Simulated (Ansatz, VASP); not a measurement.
**TaN: VASP beside Ansatz**

File INCAR:

```
PREC = Accurate
ENCUT = 520
EDIFF = 1E-7
ISMEAR = -1
SIGMA = 0.03
LREAL = False
LASPH = True
NELM = 60
ALGO = Normal
ISIF = 2
LWAVE = False
LCHARG = True
GGA = CA
LELF = True
LVHAR = True
NBANDS = 33
```

The input KPOINTS:

```
regular mesh
0
Gamma
  5 5 8
```

File POSCAR:

```
TaN
1.0
    5.1849992558     -0.0259249963     -0.0259249963
   -2.6149513333      4.5033035722     -0.0094892072
   -0.0145400000     -0.0145400000      2.9080000000
Ta N
3 3
Direct
    0.0000000000      0.0000000000      0.0000000000
    0.3333333333      0.6666666667      0.5000000000
    0.6666666667      0.3333333333      0.5000000000
    0.5000000000      0.0000000000      0.0000000000
    0.5000000000      0.5000000000      0.0000000000
    0.0000000000      0.5000000000      0.0000000000
```

Input for Ansatz:

```yaml
crystal:
  lattice:
    - [5.1849992558, -0.0259249963, -0.0259249963]
    - [-2.6149513333, 4.5033035722, -0.0094892072]
    - [-0.01454, -0.01454, 2.908]
  atoms:
    - { symbol: Ta, position: [0.0, 0.0, 0.0] }
    - { symbol: Ta, position: [0.3333333333, 0.6666666667, 0.5] }
    - { symbol: Ta, position: [0.6666666667, 0.3333333333, 0.5] }
    - { symbol: "N", position: [0.5, 0.0, 0.0] }
    - { symbol: "N", position: [0.5, 0.5, 0.0] }
    - { symbol: "N", position: [0.0, 0.5, 0.0] }
kpoints:
  mp_grid: { grid: [5, 5, 8] }
  band_path:
    path:
      - [0.0, 0.0, 0.0]
      - [0.0, 0.0, 0.5]
      - [-0.5, 0.5, 0.0]
      - [0.0, 0.0, 0.0]
      - [0.0, -0.5, 0.0]
      - [-0.5, 0.0, 0.5]
      - [0.0, 0.0, 0.0]
      - [-0.5, 0.0, 0.0]
      - [0.0, -0.5, 0.5]
    npoints: 5
scf:
  occupations: { method: fermi_dirac, width: 0.03 }
hamiltonian:
  xc: lda
  pseudopotentials: { kind: all_electron, lapw: { basis_error: 0.0005 } }
output:
  forces: true
  stress: true
  eigenvalues: true
```

Change from the starting cell: equal xy, yz and zx shear strains of -1 %.

Alike in both runs: task single point; functional LDA; k mesh 5 × 5 × 8; occupations fermi-dirac, width 0.03 eV; no spin polarisation.

```csv
,VASP,Ansatz
version,VASP 6.6.1,Ansatz 0.2.0
potentials or method,"VASP PAW LDA potentials, release 64 (Ta_pv, N), cutoff 520 eV","all-electron LAPW, scalar-relativistic"
```

|  | VASP | Ansatz | Ansatz less VASP |
| --- | --- | --- | --- |
| pressure (GPa) | -2.9 | -4.7 | -1.77 |
| traceless stress, the component that is largest in VASP (GPa) | 2.06 | 2.02 | -0.041 |
| rms of the force components (eV/Å) | 0.047 | 0.046 | -0.0015 |

LDA's correlation is that of Perdew and Zunger in VASP and of Perdew and Wang (1992) in Ansatz. Atom by atom the forces differ by 0.002 eV/Å (rms over components). Ansatz ran all-electron here, and VASP with PAW potentials.

Neither program's run includes spin-orbit coupling.
